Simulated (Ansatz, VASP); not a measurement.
## One calculation of TaS2, two programs

INCAR

```
ALGO = Normal
EDIFF = 1E-6
ENCUT = 500
GGA = PS
GGA_COMPAT = F
ISIF = 2
ISMEAR = -1
LASPH = T
LCHARG = T
LELF = T
LREAL = F
LVHAR = T
LWAVE = F
NBANDS = 18
NELM = 120
PREC = Accurate
SIGMA = 0.02
```

File KPOINTS:

```
k-points
0
Gamma
  8 8 4
```

The input POSCAR:

```
TaS2
1.0
    3.3165020994      0.0000000000      0.0000000000
   -1.6582510497      2.8721750698      0.0000000000
    0.0000000000      0.0000000000      5.8600000000
Ta S
1 2
Direct
    0.0000000000      0.0000000000      0.0000000000
    0.3333333333      0.6666666667      0.2500000000
    0.6666666667      0.3333333333      0.7500000000
```

Input for Ansatz:

```yaml
crystal:
  lattice:
    - [3.3165020994, 0.0, 0.0]
    - [-1.6582510497, 2.8721750698, 0.0]
    - [0.0, 0.0, 5.86]
  atoms:
    - { symbol: Ta, position: [0.0, 0.0, 0.0] }
    - { symbol: S, position: [0.3333333333, 0.6666666667, 0.25] }
    - { symbol: S, position: [0.6666666667, 0.3333333333, 0.75] }
kpoints:
  mp_grid: { grid: [8, 8, 4] }
  band_path:
    path:
      - [0.0, 0.0, 0.0]
      - [0.5, 0.0, 0.0]
      - [0.3333333333, 0.3333333333, 0.0]
      - [0.0, 0.0, 0.0]
      - [0.0, 0.0, 0.5]
      - [0.5, 0.0, 0.5]
      - [0.3333333333, 0.3333333333, 0.5]
      - [0.0, 0.0, 0.5]
      - [0.5, 0.0, 0.5]
    npoints: 5
scf:
  occupations: { method: fermi_dirac, width: 0.02 }
hamiltonian:
  xc: pbesol
  pseudopotentials: { kind: all_electron, lapw: { basis_error: 0.001 } }
output:
  forces: true
  stress: true
  eigenvalues: true
```

Change from the starting cell: equal xx and yy strain of -1 %.

Alike in both runs: task single point; functional PBEsol; k mesh 8 × 8 × 4; occupations fermi-dirac, width 0.02 eV; no spin polarisation.

```csv
,VASP,Ansatz
version,VASP 6.6.1,Ansatz 0.2.0
potentials or method,"VASP PAW PBE potentials, release 64 (Ta_pv, S), cutoff 500 eV","all-electron LAPW, scalar-relativistic"
```

VASP gave:

- pressure (GPa): 7.7
- traceless stress, the component that is largest in VASP (GPa): 3.02
- rms of the force components (eV/Å): 0.619

**Question.** What did Ansatz give for the same quantities?

**Answer.** Pressure (GPa): 7.4; traceless stress, the component that is largest in VASP (GPa): 2.92; rms of the force components (eV/Å): 0.599.

VASP's potentials were made for PBE, not for PBEsol. Atom by atom the forces differ by 0.019 eV/Å (rms over components). Ansatz ran all-electron here, and VASP with PAW potentials.

Spin-orbit coupling is off throughout.
